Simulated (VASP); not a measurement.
# W in VASP: notebook

The runs below take W through single point, with SCAN, PBE0, HSE06, BHLYP.

Program: VASP 6.6.1. These are calculated values, not measurements. Logs are shortened: lines on timing, memory, paths and dates and some standing lists are left out, and cuts for length are marked.

## Step 1: The cell of the first run

Symmetry: I4/mmm, No. 139, tetragonal system. Conventional cell: a = 3.165 Å, b = 3.165 Å, c = 3.196 Å, α = 90.00°, β = 90.00°, γ = 90.00°. W (site symmetry 4/mmm) has 14 W at 2.75 to 3.20 Å within 3.6 Å.

## Step 2: Single point, SCAN (cell strained by +1.0% along z)

File INCAR:

```
ADDGRID = F ; ALGO = Normal
EDIFF = 1E-7 ; ENCUT = 590
GGA_COMPAT = F ; ISIF = 2
ISMEAR = 1 ; KPAR = 2
LASPH = T ; LCHARG = F
LMIXTAU = T ; LREAL = F
LWAVE = F ; METAGGA = SCAN
NBANDS = 25 ; NELM = 120
PREC = Accurate ; SIGMA = 0.05
```

File KPOINTS:

```
Automatic mesh
0
Gamma
  19 19 19
  0 0 0
```

File POSCAR:

```
W
1.0
   -1.5823450000      1.5823450000      1.5981684500
    1.5823450000     -1.5823450000      1.5981684500
    1.5823450000      1.5823450000     -1.5981684500
W
1
Direct
    0.0000000000      0.0000000000      0.0000000000
```

Potentials or basis: VASP PAW PBE potentials, release 64 (W_sv).

Started as:

```bash
cat potpaw_PBE.64/W_sv/POTCAR > POTCAR
mpirun -np 2 vasp_std > vasp.out
```

OUTCAR:

```text
EDIFF = 1E-7
   ENCUT = 590
   ISIF = 2
   ISMEAR = 1
   LASPH = T
   LREAL = F
   METAGGA = SCAN
   NELM = 120
   PREC = Accurate

 ion  position               nearest neighbor table
   1  0.000  0.000  0.000-

  LATTYP: Found a body centered tetragonal cell.
 ALAT       =     3.1646900000
 C/A-ratio  =     1.0100000000

  Lattice vectors:

 A1 = (  -1.5823450000,   1.5823450000,   1.5981684500)
 A2 = (   1.5823450000,  -1.5823450000,   1.5981684500)
 A3 = (   1.5823450000,   1.5823450000,  -1.5981684500)

Analysis of symmetry for initial positions (statically):
=====================================================================
 Subroutine PRICEL returns:
 Original cell was already a primitive cell.

 Routine SETGRP: Setting up the symmetry group for a
 body centered tetragonal supercell.

 Subroutine GETGRP returns: Found 16 space group operations
 (whereof 16 operations were pure point group operations)
 out of a pool of 16 trial point group operations.

The static configuration has the point symmetry D_4h.

Analysis of symmetry for dynamics (positions and initial velocities):
=====================================================================
 Subroutine PRICEL returns:
 Original cell was already a primitive cell.

 Routine SETGRP: Setting up the symmetry group for a
 body centered tetragonal supercell.

 Subroutine GETGRP returns: Found 16 space group operations
 (whereof 16 operations were pure point group operations)
 out of a pool of 16 trial point group operations.

The dynamic configuration has the point symmetry D_4h.

 Subroutine INISYM returns: Found 16 space group operations
 (whereof 16 operations are pure point group operations),
 and found     1 'primitive' translations

----------------------------------------------------------------------------------------

                                     Primitive cell

  volume of cell :      16.0061

  direct lattice vectors                    reciprocal lattice vectors
    -1.582345000  1.582345000  1.598168450     0.000000000  0.315986716  0.312858135
     1.582345000 -1.582345000  1.598168450     0.315986716  0.000000000  0.312858135
     1.582345000  1.582345000 -1.598168450     0.315986716  0.315986716  0.000000000

  length of vectors
     2.749867959  2.749867959  2.749867959     0.444665961  0.444665961  0.446872699

  position of ions in fractional coordinates (direct lattice)
     0.000000000  0.000000000  0.000000000

  ion indices of the primitive-cell ions
   primitive index   ion index
                 1           1

----------------------------------------------------------------------------------------

 KPOINTS: Automatic mesh

Automatic generation of k-mesh.
 Grid dimensions read from file:
 generate k-points for:   19   19   19

 Generating k-lattice:

  Cartesian coordinates                     Fractional coordinates (reciprocal lattice)
     0.000000000  0.016630880  0.016466218     0.052631579  0.000000000 -0.000000000
     0.016630880  0.000000000  0.016466218     0.000000000  0.052631579 -0.000000000
     0.016630880  0.016630880  0.000000000     0.000000000  0.000000000  0.052631579

  Length of vectors
     0.023403472  0.023403472  0.023519616

  Shift w.r.t. Gamma in fractional coordinates (k-lattice)
     0.000000000  0.000000000  0.000000000

 Subroutine IBZKPT returns following result:
 ===========================================

 Found    550 irreducible k-points:

 Following reciprocal coordinates:
            Coordinates               Weight
  0.000000  0.000000  0.000000      1.000000
  0.052632 -0.000000  0.000000      8.000000
  0.105263 -0.000000  0.000000      8.000000
  0.157895 -0.000000  0.000000      8.000000
  0.210526  0.000000 -0.000000      8.000000
  0.263158 -0.000000  0.000000      8.000000
[... 16 lines left out ...]
 -0.315789  0.052632 -0.000000     16.000000
 -0.263158  0.052632 -0.000000     16.000000
 [... further k-points ...]
   k-points           NKPTS =    550   k-points in BZ     NKDIM =    550   number of bands    NBANDS=     25
   number of dos      NEDOS =    301   number of ions     NIONS =      1
   total plane-waves  NPLWV =  13824
   dimension x,y,z NGX =    24 NGY =   24 NGZ =   24
   dimension x,y,z NGXF=    48 NGYF=   48 NGZF=   48
   ions per type =               1
   NGX,Y,Z   is equivalent  to a cutoff of  14.51, 14.51, 14.51 a.u.
   NGXF,Y,Z  is equivalent  to a cutoff of  29.02, 29.02, 29.02 a.u.
 SYSTEM =  unknown system
   PREC   = accura    normal or accurate (medium, high low for compatibility)
   ISTART =      0    job   : 0-new  1-cont  2-samecut
   ICHARG =      2    charge: 1-file 2-atom 10-const
   ISPIN  =      1    spin polarized calculation?
   LNONCOLLINEAR =      F non collinear calculations
   LSORBIT =      F    spin-orbit coupling
   LASPH  =      T    aspherical Exc in radial PAW
   ENCUT  =  590.0 eV  43.36 Ry    6.59 a.u.   5.45  5.45  5.45*2*pi/ulx,y,z
   NELM   =    120;   NELMIN=  2; NELMDL= -5     # of ELM steps
   EDIFF  = 0.1E-06   stopping-criterion for ELM
   LREAL  =      F    real-space projection
   EDIFFG = 0.1E-05   stopping-criterion for IOM
   NSW    =      0    number of steps for IOM
   IBRION =     -1    ionic relax: 0-MD 1-quasi-New 2-CG
   NFREE  =      0    steps in history (QN), initial steepest desc. (CG)
   ISIF   =      2    stress and relaxation
   ISYM   =      2    0-nonsym 1-usesym 2-fastsym
   POTIM  = 0.5000    time-step for ionic-motion
   TEBEG  =    0.0;   TEEND  =   0.0 temperature during run

   SCALEE = 1.0000    scale energy and forces
   PSTRESS=    0.0 pullay stress
   NELECT =      14.0000    total number of electrons
   NUPDOWN=      -1.0000    fix difference up-down
   EMIN   =  10.00;   EMAX   =-10.00  energy-range for DOS
   EFERMI =   0.00;   METHOD = LEGACY
   ISMEAR =     1;   SIGMA  =   0.05  broadening in eV -4-tet -1-fermi 0-gaus
   EFERMI_NEDOS =   21; number of points for ismear=-14 and -15
   IALGO  =     38    algorithm
   IMIX   =      4    mixing-type and parameters
     AMIX     =   0.40;   BMIX     =  1.00
     AMIX_MAG =   1.60;   BMIX_MAG =  1.00
  volume/ion in A,a.u.               =      16.01       108.01
  Fermi-wavevector in a.u.,A,eV,Ry     =   1.565630  2.958612 33.350575  2.451198
  Thomas-Fermi vector in A             =   2.668078
   LORBIT       =      0    0 simple, 1 ext, 2 COOP (PROOUT), +10 PAW based schemes
   METAGGA = SCAN    functional components
   LHFCALC =     F    Hartree Fock is set to
   AEXX    =    0.0000 exact exchange contribution
   IVDW    =     0    specifies the selected vdW correction
   LEPSILON=     F    determine dielectric tensor
   LRPA    =     F    only Hartree local field effects (RPA)

   CSHIFT  =0.1000    complex shift for real part using Kramers Kronig

   OMEGAMAX=  -1.0    maximum frequency
 non-spin polarized calculation
 Methfessel and Paxton  Order N= 1 SIGMA  =   0.05
  energy-cutoff  :      590.00
  volume of cell :       16.01
 maximum number of plane-waves:       539
 NGX is ok and might be reduce to    24
   NGX = 11   NGY = 11   NGZ = 11

 number of electron      14.0000002 magnetization

 Free energy of the ion-electron system (eV)
  ---------------------------------------------------
  ext. energy  EPLUGINS =         0.00000000
  ---------------------------------------------------
  free energy    TOTEN  =       -69.68626254 eV

  energy without entropy =      -69.68621048  energy(sigma->0) =      -69.68624519

 E-fermi :  10.9958     XC(G=0): -14.9606

 val. band max:       10.9930761527   @ k =   0.4211   0.0526  -0.0000
 cond. band min:      10.9961414053   @ k =  -0.1579  -0.1579   0.1053
 fundamental gap:      0.0030652526
 Fermi energy:        10.9957843620

 k-point     1 :       0.0000    0.0000    0.0000
  band No.  band energies     occupation
      1     -64.2202      2.00000
      2     -27.2064      2.00000
      3     -27.2022      2.00000
      4     -27.2019      2.00000
      5       0.7603      2.00000
      6       9.5531      2.00000
[... 11 lines left out ...]
     18      42.1388      0.00000
     19      50.7715      0.00000

 k-point     2 :       0.0526   -0.0000    0.0000
  band No.  band energies     occupation
      1     -64.2162      2.00000
      2     -27.2458      2.00000
      3     -27.2147      2.00000
      4     -27.2043      2.00000
      5       0.9010      2.00000
      6       9.5215      2.00000
[... 11 lines left out ...]
     18      43.4574      0.00000
     19      50.2738      0.00000

 k-point     3 :       0.1053   -0.0000    0.0000
  band No.  band energies     occupation
      1     -64.2048      2.00000
      2     -27.3642      2.00000
      3     -27.2514      2.00000
      4     -27.2047      2.00000
      5       1.3093      2.00000
      6       9.3058      2.00000
[... 11 lines left out ...]
     18      46.0925      0.00000
     19      48.4882      0.00000

 k-point     4 :       0.1579   -0.0000    0.0000
  band No.  band energies     occupation
      1     -64.1870      2.00000
      2     -27.5439      2.00000
      3     -27.3077      2.00000
      4     -27.2052      2.00000
      5       1.9405      2.00000
      6       8.9736      2.00000
[... 11 lines left out ...]
     18      46.4548      0.00000
     19      47.8220      0.00000

 k-point     5 :       0.2105    0.0000   -0.0000
  band No.  band energies     occupation
      1     -64.1648      2.00000
      2     -27.7620      2.00000
      3     -27.3771      2.00000
      4     -27.2058      2.00000
      5       2.7105      2.00000
      6       8.5884      2.00000
[... 11 lines left out ...]
     18      45.3358      0.00000
     19      47.4248      0.00000

 k-point     6 :       0.2632   -0.0000    0.0000
  band No.  band energies     occupation
      1     -64.1406      2.00000
      2     -27.9929      2.00000
      3     -27.4515      2.00000
      4     -27.2065      2.00000
      5       3.4790      2.00000
      6       8.2010      2.00000
[... 11 lines left out ...]
     18      45.8269      0.00000
     19      47.5796      0.00000

 k-point     7 :       0.3158   -0.0000    0.0000
  band No.  band energies     occupation
      1     -64.1169      2.00000
      2     -28.2115      2.00000
      3     -27.5231      2.00000
      4     -27.2072      2.00000
      5       4.0609      2.00000
      6       7.8508      2.00000
[... 11 lines left out ...]
     18      47.2504      0.00000
     19      48.0353      0.00000

 k-point     8 :       0.3684   -0.0000    0.0000
  band No.  band energies     occupation
      1     -64.0965      2.00000
      2     -28.3958      2.00000
      3     -27.5842      2.00000
      4     -27.2079      2.00000
      5       4.3494      2.00000
      6       7.5665      2.00000
[... 256 lines left out ...]
 k-point    20 :      -0.4737    0.0526    0.0000
  band No.  band energies     occupation
      1     -64.0753      2.00000
      2     -28.5609      2.00000
      3     -27.6538      2.00000
      4     -27.2250      2.00000
      5       4.5299      2.00000
      6       7.3284      2.00000
[... 11 lines left out ...]
     18      44.8575      0.00000
     19      47.2546      0.00000

 k-point    21 :      -0.4211    0.0526    0.0000
  band No.  band energies     occupation
      1     -64.0868      2.00000
      2     -28.4625      2.00000
      3     -27.6177      2.00000
      4     -27.2247      2.00000
      5       4.5101      2.00000
      6       7.4760      2.00000
[... 11 lines left out ...]
     18      46.5687      0.00000
     19      48.3468      0.00000

 k-point    22 :      -0.3684    0.0526   -0.0000
  band No.  band energies     occupation
      1     -64.1046      2.00000
      2     -28.3077      2.00000
      3     -27.5615      2.00000
      4     -27.2242      2.00000
      5       4.3469      2.00000
      6       7.7140      2.00000
[... 11 lines left out ...]
     18      46.6908      0.00000
     19      47.9959      0.00000

 k-point    23 :      -0.3158    0.0526   -0.0000
  band No.  band energies     occupation
      1     -64.1266      2.00000
      2     -28.1109      2.00000
      3     -27.4910      2.00000
      4     -27.2233      2.00000
      5       3.9060      2.00000
      6       8.0285      2.00000
[... 11 lines left out ...]
     18      45.1784      0.00000
     19      48.8029      0.00000

 k-point    24 :      -0.2632    0.0526   -0.0000
  band No.  band energies     occupation
      1     -64.1506      2.00000
      2     -27.8911      2.00000
      3     -27.4134      2.00000
      4     -27.2223      2.00000
      5       3.2035      2.00000
      6       8.3972      2.00000
[... 11 lines left out ...]
     18      44.3348      0.00000
     19      48.6829      0.00000

 [... further k-points ...]

 [bands above 19 left out]

------------------------ aborting loop because EDIFF is reached ----------------------------------------

  FORCE on cell =-STRESS in cart. coord.  units (eV):
  Direction    XX          YY          ZZ          XY          YZ          ZX
  --------------------------------------------------------------------------------------
  -------------------------------------------------------------------------------------
  Total       -0.5616670     -0.5616670     -0.9012052      0.0000000      0.0000000      0.0000000
  in kB      -56.2217769    -56.2217769    -90.2089002      0.0000000      0.0000000      0.0000000
  external PRESSURE =     -67.5508180 kB  Pullay stress =       0.0000000 kB

 VOLUME and BASIS-vectors are now :
 -----------------------------------------------------------------------------
  energy-cutoff  :      590.00
  volume of cell :       16.01
      direct lattice vectors                 reciprocal lattice vectors
    -1.582345000  1.582345000  1.598168450     0.000000000  0.315986716  0.312858135
     1.582345000 -1.582345000  1.598168450     0.315986716  0.000000000  0.312858135
     1.582345000  1.582345000 -1.598168450     0.315986716  0.315986716  0.000000000

 POSITION                                       TOTAL-FORCE (eV/Angst)
 -----------------------------------------------------------------------------------
      0.00000      0.00000      0.00000        -0.000000      0.000000      0.000000
 -----------------------------------------------------------------------------------
    total drift:                                0.000000      0.000000      0.000000

  FREE ENERGIE OF THE ION-ELECTRON SYSTEM (eV)
  ---------------------------------------------------
  free  energy   TOTEN  =       -69.6862625430 eV

  energy  without entropy=      -69.6862104839  energy(sigma->0) =      -69.68624519
```

It took 8 min on 2 MPI ranks of Intel Xeon Platinum 8488C (Sapphire Rapids), shared host; peak memory 0.3 GiB.

What came out:

```yaml
Free_energy: -69.6863 eV
Pressure: -6.8 GPa
```

Stress tensor (GPa, compression positive):
```
-5.62  0.00  0.00
 0.00 -5.62  0.00
 0.00  0.00 -9.02
```

Levels at points of the mesh, in eV from the Fermi level:
```
           k point  band 5  band 6  band 7  band 8  band 9  band 10
(0.00, 0.00, 0.00)  -10.24   -1.44   -1.44   -1.30    2.46     2.66
```

Caveat: the cell differs from its parent crystal (cell strained by +1.0% along z); the cell stands under tension; the PAW data sets were made with another functional, which shifts forces and pressure a little; spin-orbit coupling is left out, which moves the levels of the heavy elements.

## Step 3: Single point, PBE0

This run uses another cell than the first one, of 16.80 Å³/atom.

File POSCAR:

```
W
1.0
   -1.6133792515      1.6133792515      1.6133792515
    1.6133792515     -1.6133792515      1.6133792515
    1.6133792515      1.6133792515     -1.6133792515
W
1
Direct
    0.0000000000      0.0000000000      0.0000000000
```

File INCAR.step1:

```
  PREC = Accurate
  ENCUT = 520
  EDIFF = 1E-5
  ISMEAR = -1
  SIGMA = 0.05
  LREAL = False
  LASPH = True
  NELM = 100
  ALGO = Normal
  ISIF = 2
  LWAVE = True
  LCHARG = False
  NBANDS = 13
  GGA = PE
```

File INCAR.step2:

```
  PREC = Accurate
  ENCUT = 520
  EDIFF = 1E-6
  ISMEAR = -1
  SIGMA = 0.05
  LREAL = False
  LASPH = True
  NELM = 100
  ALGO = Normal
  ISIF = 2
  LWAVE = False
  LCHARG = False
  GGA = PE
  LHFCALC = True
  AEXX = 0.25
  PRECFOCK = Normal
  NBANDS = 13
  ISTART = 1
```

File KPOINTS:

```
regular mesh
0
Gamma
  8 8 8
```

Potentials or basis: VASP PAW PBE potentials, release 64 (W_sv).

Started as:

```bash
cat potpaw_PBE.64/W_sv/POTCAR > POTCAR
cp INCAR.step1 INCAR
mpirun -np 1 vasp_std > vasp.out
cp INCAR.step2 INCAR
mpirun -np 1 vasp_std > vasp.out
```

It took 42 min on 1 thread of AMD EPYC 7R13 (Zen 3), shared host; peak memory 0.13 GiB.

Results (log left out):

* Free energy: -16.1694 eV
* Pressure: -18.1 GPa
* Band gap on the k mesh: zero (bands 7 and 8 overlap by 7.53 eV)

Levels at points of the mesh, in eV from the Fermi level:
| k point | band 3 | band 4 | band 5 | band 6 | band 7 | band 8 | band 9 | band 10 | band 11 | band 12 |
| --- | --- | --- | --- | --- | --- | --- | --- | --- | --- | --- |
| (0.00, 0.00, 0.00) | -40.65 | -40.65 | -10.76 | -1.50 | -1.50 | -1.50 | 3.59 | 3.59 | 15.92 | 15.92 |
| (0.50, 0.00, 0.00) | -41.04 | -40.64 | -6.94 | -4.07 | 0.51 | 3.37 | 4.33 | 7.00 | 11.85 | 12.75 |
| (0.50, 0.50, 0.50) | -41.50 | -41.50 | -6.20 | -6.20 | 6.03 | 6.03 | 6.03 | 9.04 | 9.04 | 9.04 |

Caveat: the cell stands under tension; the PAW data sets were made with another functional, which shifts forces and pressure a little; spin-orbit coupling is left out, which moves the levels of the heavy elements.

[end of part 1 of 2]

The gap in the log of VASP goes by the Fermi energy; the results here count the filled bands.